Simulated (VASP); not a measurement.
# Si (Fd-3m) in VASP: a series of runs

Aim: see how the results for Si move with the level of theory and the settings. Levels: LDA, r2SCAN. Tasks: single point.

Program: VASP 6.6.1. These are calculated values, not measurements. Logs are shortened: lines on timing, memory, paths and dates and some standing lists are left out, and cuts for length are marked.

## (1) The cell of the first run

The structure is cubic, space group Fd-3m (No. 227). The conventional cell has a = 5.431 Å, b = 5.431 Å, c = 5.431 Å, α = 90.00°, β = 90.00°, γ = 90.00°. Si (site symmetry -43m) has 4 Si at 2.35 Å within 3.1 Å.

## (2) Single point, LDA

The input, INCAR:

```
ALGO = Normal ; EDIFF = 1E-6
ENCUT = 520 ; ISIF = 2
ISMEAR = 0 ; LASPH = T
LCHARG = F ; LREAL = F
LWAVE = F ; NBANDS = 11
NELM = 80 ; PREC = Accurate
SIGMA = 0.01
```

The input, KPOINTS:

```
k-points
0
Gamma
  12 12 12
```

The input, POSCAR:

```
Si
1.0
    0.0000000000      2.7155000000      2.7155000000
    2.7155000000      0.0000000000      2.7155000000
    2.7155000000      2.7155000000      0.0000000000
Si
2
Direct
    0.0000000000      0.0000000000      0.0000000000
    0.2500000000      0.2500000000      0.2500000000
```

Potentials or basis: VASP PAW LDA potentials, release 64 (Si).

Run with:

```sh
> cat potpaw_LDA.64/Si/POTCAR > POTCAR
> mpirun -np 1 vasp_std > vasp.out
```

OUTCAR:

```text
EDIFF = 1E-6
   ENCUT = 520
   ISIF = 2
   ISMEAR = 0
   LASPH = T
   LREAL = F
   NELM = 80
   PREC = Accurate

 ion  position               nearest neighbor table
   1  0.000  0.000  0.000-   2 2.35   2 2.35   2 2.35   2 2.35
   2  0.250  0.250  0.250-   1 2.35   1 2.35   1 2.35   1 2.35

  LATTYP: Found a face centered cubic cell.
 ALAT       =     5.4310000000

  Lattice vectors:

 A1 = (   0.0000000000,   2.7155000000,   2.7155000000)
 A2 = (   2.7155000000,   0.0000000000,   2.7155000000)
 A3 = (   2.7155000000,   2.7155000000,   0.0000000000)

Analysis of symmetry for initial positions (statically):
=====================================================================
 Subroutine PRICEL returns:
 Original cell was already a primitive cell.

 Routine SETGRP: Setting up the symmetry group for a
 face centered cubic supercell.

 Subroutine GETGRP returns: Found 48 space group operations
 (whereof 24 operations were pure point group operations)
 out of a pool of 48 trial point group operations.

The static configuration has the point symmetry T_d .
 The point group associated with its full space group is O_h .

Analysis of symmetry for dynamics (positions and initial velocities):
=====================================================================
 Subroutine PRICEL returns:
 Original cell was already a primitive cell.

 Routine SETGRP: Setting up the symmetry group for a
 face centered cubic supercell.

 Subroutine GETGRP returns: Found 48 space group operations
 (whereof 24 operations were pure point group operations)
 out of a pool of 48 trial point group operations.

The dynamic configuration has the point symmetry T_d .
 The point group associated with its full space group is O_h .

 Subroutine INISYM returns: Found 48 space group operations
 (whereof 24 operations are pure point group operations),
 and found     1 'primitive' translations

----------------------------------------------------------------------------------------

                                     Primitive cell

  volume of cell :      40.0479

  direct lattice vectors                    reciprocal lattice vectors
     0.000000000  2.715500000  2.715500000    -0.184128153  0.184128153  0.184128153
     2.715500000  0.000000000  2.715500000     0.184128153 -0.184128153  0.184128153
     2.715500000  2.715500000  0.000000000     0.184128153  0.184128153 -0.184128153

  length of vectors
     3.840296929  3.840296929  3.840296929     0.318919316  0.318919316  0.318919316

  position of ions in fractional coordinates (direct lattice)
     0.000000000  0.000000000  0.000000000
     0.250000000  0.250000000  0.250000000

  ion indices of the primitive-cell ions
   primitive index   ion index
                 1           1
                 2           2

----------------------------------------------------------------------------------------

 KPOINTS: k-points

Automatic generation of k-mesh.
 Grid dimensions read from file:
 generate k-points for:   12   12   12

 Generating k-lattice:

  Cartesian coordinates                     Fractional coordinates (reciprocal lattice)
    -0.015344013  0.015344013  0.015344013     0.083333333  0.000000000  0.000000000
     0.015344013 -0.015344013  0.015344013     0.000000000  0.083333333  0.000000000
     0.015344013  0.015344013 -0.015344013     0.000000000  0.000000000  0.083333333

  Length of vectors
     0.026576610  0.026576610  0.026576610

  Shift w.r.t. Gamma in fractional coordinates (k-lattice)
     0.000000000  0.000000000  0.000000000

 Subroutine IBZKPT returns following result:
 ===========================================

 Found     72 irreducible k-points:

 Following reciprocal coordinates:
            Coordinates               Weight
  0.000000  0.000000  0.000000      1.000000
  0.083333  0.000000  0.000000      8.000000
  0.166667  0.000000  0.000000      8.000000
  0.250000  0.000000  0.000000      8.000000
  0.333333  0.000000  0.000000      8.000000
  0.416667  0.000000  0.000000      8.000000
[... 16 lines left out ...]
  0.500000  0.166667  0.000000     24.000000
 -0.416667  0.166667  0.000000     24.000000
 [... further k-points ...]
   k-points           NKPTS =     72   k-points in BZ     NKDIM =     72   number of bands    NBANDS=     11
   number of dos      NEDOS =    301   number of ions     NIONS =      2
   total plane-waves  NPLWV =  27000
   dimension x,y,z NGX =    30 NGY =   30 NGZ =   30
   dimension x,y,z NGXF=    60 NGYF=   60 NGZF=   60
   ions per type =               2
   NGX,Y,Z   is equivalent  to a cutoff of  12.99, 12.99, 12.99 a.u.
   NGXF,Y,Z  is equivalent  to a cutoff of  25.97, 25.97, 25.97 a.u.
 SYSTEM =  unknown system
   PREC   = accura    normal or accurate (medium, high low for compatibility)
   ISTART =      0    job   : 0-new  1-cont  2-samecut
   ICHARG =      2    charge: 1-file 2-atom 10-const
   ISPIN  =      1    spin polarized calculation?
   LNONCOLLINEAR =      F non collinear calculations
   LSORBIT =      F    spin-orbit coupling
   LASPH  =      T    aspherical Exc in radial PAW
   ENCUT  =  520.0 eV  38.22 Ry    6.18 a.u.   7.14  7.14  7.14*2*pi/ulx,y,z
   NELM   =     80;   NELMIN=  2; NELMDL= -5     # of ELM steps
   EDIFF  = 0.1E-05   stopping-criterion for ELM
   LREAL  =      F    real-space projection
   EDIFFG = 0.1E-04   stopping-criterion for IOM
   NSW    =      0    number of steps for IOM
   IBRION =     -1    ionic relax: 0-MD 1-quasi-New 2-CG
   NFREE  =      0    steps in history (QN), initial steepest desc. (CG)
   ISIF   =      2    stress and relaxation
   ISYM   =      2    0-nonsym 1-usesym 2-fastsym
   POTIM  = 0.5000    time-step for ionic-motion
   TEBEG  =    0.0;   TEEND  =   0.0 temperature during run
   PSTRESS=    0.0 pullay stress
   NELECT =       8.0000    total number of electrons
   NUPDOWN=      -1.0000    fix difference up-down
   EMIN   =  10.00;   EMAX   =-10.00  energy-range for DOS
   EFERMI =   0.00;   METHOD = LEGACY
   ISMEAR =     0;   SIGMA  =   0.01  broadening in eV -4-tet -1-fermi 0-gaus
   EFERMI_NEDOS =   21; number of points for ismear=-14 and -15
   IALGO  =     38    algorithm
   IMIX   =      4    mixing-type and parameters
     AMIX     =   0.40;   BMIX     =  1.00
     AMIX_MAG =   1.60;   BMIX_MAG =  1.00
  volume/ion in A,a.u.               =      20.02       135.13
  Fermi-wavevector in a.u.,A,eV,Ry     =   0.956999  1.808467 12.460868  0.915848
  Thomas-Fermi vector in A             =   2.085978
   LORBIT       =      0    0 simple, 1 ext, 2 COOP (PROOUT), +10 PAW based schemes
   GGA     = CA    functional components
   LHFCALC =     F    Hartree Fock is set to
   AEXX    =    0.0000 exact exchange contribution
   IVDW    =     0    specifies the selected vdW correction
   LEPSILON=     F    determine dielectric tensor
   LRPA    =     F    only Hartree local field effects (RPA)
 non-spin polarized calculation
 Gauss-broadening in eV      SIGMA  =   0.01
  energy-cutoff  :      520.00
  volume of cell :       40.05
 maximum number of plane-waves:      1090
 NGX is ok and might be reduce to    30
   NGX = 15   NGY = 15   NGZ = 15

 number of electron       8.0000000 magnetization

 Free energy of the ion-electron system (eV)
  ---------------------------------------------------
  ext. energy  EPLUGINS =         0.00000000
  ---------------------------------------------------
  free energy    TOTEN  =       -11.91694024 eV

  energy without entropy =      -11.91694024  energy(sigma->0) =      -11.91694024

 E-fermi :   5.8481     XC(G=0):  -9.6051

 val. band max:        5.7678389722   @ k =   0.0000   0.0000   0.0000
 cond. band min:       6.2374319685   @ k =   0.4167   0.4167   0.0000
 fundamental gap:      0.4695929964
 Fermi energy:         5.8481183008

 k-point     1 :       0.0000    0.0000    0.0000
  band No.  band energies     occupation
      1      -6.1882      2.00000
      2       5.7678      2.00000
      3       5.7678      2.00000
      4       5.7678      2.00000
      5       8.2920      0.00000
      6       8.2920      0.00000
      7       8.2920      0.00000
      8       8.9750      0.00000
      9      13.4447      0.00000
     10      13.4955      0.00000
     11      13.4955      0.00000

 k-point     2 :       0.0833    0.0000    0.0000
  band No.  band energies     occupation
      1      -6.0972      2.00000
      2       4.8990      2.00000
      3       5.6237      2.00000
      4       5.6237      2.00000
      5       8.3105      0.00000
      6       8.5034      0.00000
      7       8.5034      0.00000
      8       9.6604      0.00000
      9      13.2126      0.00000
     10      13.2126      0.00000
     11      13.8394      0.00000

 k-point     3 :       0.1667    0.0000    0.0000
  band No.  band energies     occupation
      1      -5.8269      2.00000
      2       3.3723      2.00000
      3       5.3172      2.00000
      4       5.3172      2.00000
      5       8.0288      0.00000
      6       8.9380      0.00000
      7       8.9380      0.00000
      8      11.0848      0.00000
      9      12.8303      0.00000
     10      12.8303      0.00000
     11      14.6090      0.00000

 k-point     4 :       0.2500    0.0000    0.0000
  band No.  band energies     occupation
      1      -5.3881      2.00000
      2       1.8256      2.00000
      3       5.0090      2.00000
      4       5.0090      2.00000
      5       7.6954      0.00000
      6       9.2305      0.00000
      7       9.2305      0.00000
      8      12.5312      0.00000
      9      12.9304      0.00000
     10      12.9304      0.00000
     11      14.5406      0.00000

 k-point     5 :       0.3333    0.0000    0.0000
  band No.  band energies     occupation
      1      -4.8101      2.00000
      2       0.4182      2.00000
      3       4.7697      2.00000
      4       4.7697      2.00000
      5       7.4245      0.00000
      6       9.2291      0.00000
      7       9.2291      0.00000
      8      13.4461      0.00000
      9      13.7128      0.00000
     10      13.7128      0.00000
     11      14.6810      0.00000
[... 211 lines left out ...]
 k-point    21 :       0.3333    0.1667    0.0000
  band No.  band energies     occupation
      1      -4.8883      2.00000
      2       1.3215      2.00000
      3       3.7609      2.00000
      4       4.0208      2.00000
      5       7.6529      0.00000
      6       9.7461      0.00000
      7      10.2168      0.00000
      8      10.7933      0.00000
      9      14.7745      0.00000
     10      14.8166      0.00000
     11      15.9957      0.00000

 k-point    22 :       0.4167    0.1667    0.0000
  band No.  band energies     occupation
      1      -4.2793      2.00000
      2       0.0859      2.00000
      3       3.3192      2.00000
      4       3.9379      2.00000
      5       7.6920      0.00000
      6       9.9472      0.00000
      7      10.6136      0.00000
      8      10.7309      0.00000
      9      15.4965      0.00000
     10      15.9216      0.00000
     11      16.4441      0.00000

 k-point    23 :       0.5000    0.1667    0.0000
  band No.  band energies     occupation
      1      -3.6930      2.00000
      2      -0.8511      2.00000
      3       2.9736      2.00000
      4       3.9926      2.00000
      5       7.7212      0.00000
      6       9.7988      0.00000
      7      10.3409      0.00000
      8      12.0969      0.00000
      9      15.0276      0.00000
     10      16.1939      0.00000
     11      17.3935      0.00000

 k-point    24 :      -0.4167    0.1667    0.0000
  band No.  band energies     occupation
      1      -3.5775      2.00000
      2      -1.0120      2.00000
      3       2.7589      2.00000
      4       4.1773      2.00000
      5       7.8668      0.00000
      6       9.7481      0.00000
      7      10.1145      0.00000
      8      13.6363      0.00000
      9      14.1846      0.00000
     10      14.5025      0.00000
     11      16.7820      0.00000

 [... further k-points ...]
[... 5 lines left out ...]
  --------------------------------------------------------------------------------------
  -------------------------------------------------------------------------------------
  Total       -0.3647676     -0.3647676     -0.3647676      0.0000000      0.0000000      0.0000000
  in kB      -14.5930969    -14.5930969    -14.5930969      0.0000000      0.0000000      0.0000000
  external PRESSURE =     -14.5930969 kB  Pullay stress =       0.0000000 kB

 VOLUME and BASIS-vectors are now :
 -----------------------------------------------------------------------------
  energy-cutoff  :      520.00
  volume of cell :       40.05
      direct lattice vectors                 reciprocal lattice vectors
     0.000000000  2.715500000  2.715500000    -0.184128153  0.184128153  0.184128153
     2.715500000  0.000000000  2.715500000     0.184128153 -0.184128153  0.184128153
     2.715500000  2.715500000  0.000000000     0.184128153  0.184128153 -0.184128153

 POSITION                                       TOTAL-FORCE (eV/Angst)
 -----------------------------------------------------------------------------------
      0.00000      0.00000      0.00000         0.000000      0.000000      0.000000
      1.35775      1.35775      1.35775        -0.000000     -0.000000     -0.000000
 -----------------------------------------------------------------------------------
    total drift:                               -0.000000     -0.000000     -0.000000

  FREE ENERGIE OF THE ION-ELECTRON SYSTEM (eV)
  ---------------------------------------------------
  free  energy   TOTEN  =       -11.9169402354 eV

  energy  without entropy=      -11.9169402354  energy(sigma->0) =      -11.91694024
```

Wall time 16 s (1 thread of Intel Xeon Platinum 8559C (Emerald Rapids), shared host); peak memory 0.15 GiB.

Results:

```yaml
Free_energy: -11.9169 eV
Pressure: -1.5 GPa
Band_gap_on_the_k_mesh: 0.47 eV, indirect (least direct gap 2.52 eV)
```

Levels at points of the mesh, in eV from the valence-band top:
```tsv
k point	band 2	band 3	band 4	band 5	band 6	band 7
(0.00, 0.00, 0.00)	0.00	0.00	0.00	2.52	2.52	2.52
(0.50, 0.00, 0.00)	-6.99	-1.19	-1.19	1.43	3.29	3.29
(0.50, 0.50, 0.00)	-7.81	-2.85	-2.85	0.60	0.60	9.98
```

## (3) Single point, r2SCAN

POSCAR is that of step 2.

The input, INCAR.step1:

```
PREC = Accurate
ENCUT = 520
ISMEAR = 0
SIGMA = 0.01
LREAL = F
LASPH = T
NELM = 100
NBANDS = 11
GGA = PE
ALGO = Normal
EDIFF = 1E-4
LWAVE = T
LCHARG = F
```

The input, INCAR.step2:

```
PREC = Accurate
ENCUT = 520
EDIFF = 1E-7
ISMEAR = 0
SIGMA = 0.01
LREAL = F
LASPH = T
NELM = 100
ALGO = Normal
ISIF = 2
LWAVE = F
LCHARG = F
METAGGA = R2SCAN
LMIXTAU = T
NBANDS = 11
ISTART = 1
```

The input, KPOINTS:

```
Automatic mesh
0
Gamma
  12 12 12
```

Potentials or basis: VASP PAW PBE potentials, release 64 (Si).

Run with:

```sh
> cat potpaw_PBE.64/Si/POTCAR > POTCAR
> cp INCAR.step1 INCAR
> mpirun -np 1 vasp_std > vasp.out
> cp INCAR.step2 INCAR
> mpirun -np 1 vasp_std > vasp.out
```

OUTCAR:

```text
PREC = Accurate
   ENCUT = 520
   EDIFF = 1E-7
   ISMEAR = 0
   LREAL = F
   LASPH = T
   NELM = 100
   ISIF = 2
   METAGGA = R2SCAN
   ISTART = 1

 ion  position               nearest neighbor table
   1  0.000  0.000  0.000-   2 2.35   2 2.35   2 2.35   2 2.35
   2  0.250  0.250  0.250-   1 2.35   1 2.35   1 2.35   1 2.35

  LATTYP: Found a face centered cubic cell.
 ALAT       =     5.4310000000

  Lattice vectors:

[... 515 lines left out ...]
      4       4.0507      2.00000
      5       8.2021      0.00000
      6      10.1747      0.00000
      7      10.4406      0.00000
      8      14.2789      0.00000
      9      14.9170      0.00000
     10      15.0655      0.00000
     11      17.6648      0.00000

 [... further k-points ...]
[... 5 lines left out ...]
  --------------------------------------------------------------------------------------
  -------------------------------------------------------------------------------------
  Total        0.1178477      0.1178477      0.1178477      0.0000000     -0.0000000      0.0000000
  in kB        4.7146798      4.7146798      4.7146798      0.0000000     -0.0000000      0.0000000
  external PRESSURE =       4.7146798 kB  Pullay stress =       0.0000000 kB

 VOLUME and BASIS-vectors are now :
 -----------------------------------------------------------------------------
  energy-cutoff  :      520.00
  volume of cell :       40.05
      direct lattice vectors                 reciprocal lattice vectors
     0.000000000  2.715500000  2.715500000    -0.184128153  0.184128153  0.184128153
     2.715500000  0.000000000  2.715500000     0.184128153 -0.184128153  0.184128153
     2.715500000  2.715500000  0.000000000     0.184128153  0.184128153 -0.184128153

 POSITION                                       TOTAL-FORCE (eV/Angst)
 -----------------------------------------------------------------------------------
      0.00000      0.00000      0.00000         0.000000      0.000000      0.000000
      1.35775      1.35775      1.35775        -0.000000     -0.000000     -0.000000
 -----------------------------------------------------------------------------------
    total drift:                               -0.000000     -0.000000     -0.000000

  FREE ENERGIE OF THE ION-ELECTRON SYSTEM (eV)
  ---------------------------------------------------
  free  energy   TOTEN  =       -17.5500857672 eV

  energy  without entropy=      -17.5500857672  energy(sigma->0) =      -17.55008577
```

OUTCAR.step1:

```text
PREC = Accurate
   ENCUT = 520
   ISMEAR = 0
   LREAL = F
   LASPH = T
[... 559 lines left out ...]
 -----------------------------------------------------------------------------------
      0.00000      0.00000      0.00000        -0.000000     -0.000000     -0.000000
      1.35775      1.35775      1.35775         0.000000      0.000000      0.000000
 -----------------------------------------------------------------------------------
    total drift:                               -0.000000     -0.000000     -0.000000

  FREE ENERGIE OF THE ION-ELECTRON SYSTEM (eV)
  ---------------------------------------------------
  free  energy   TOTEN  =       -10.8447995856 eV

  energy  without entropy=      -10.8447995856  energy(sigma->0) =      -10.84479959
```

Run time: 75 s. Hardware: 1 thread of Intel Xeon Platinum 8559C (Emerald Rapids), shared host; peak memory 0.17 GiB.

What came out:

| Property | Result |
| --- | --- |
| Free energy | -17.5501 eV |
| Pressure | 0.5 GPa |
| Band gap on the k mesh | 0.77 eV, indirect (least direct gap 2.76 eV) |

Levels at points of the mesh, in eV from the valence-band top:
```tsv
k point	band 1	band 2	band 3	band 4	band 5	band 6	band 7	band 8	band 9
(0.00, 0.00, 0.00)	-12.53	0.00	0.00	0.00	2.76	2.76	2.76	3.99	8.13
(0.50, 0.00, 0.00)	-10.07	-7.27	-1.27	-1.27	1.88	3.59	3.59	8.34	11.16
(0.50, 0.50, 0.00)	-8.16	-8.16	-3.01	-3.01	0.92	0.92	10.88	10.88	11.62
```

Caveat: the PAW data sets were made with another functional, which shifts forces and pressure a little.
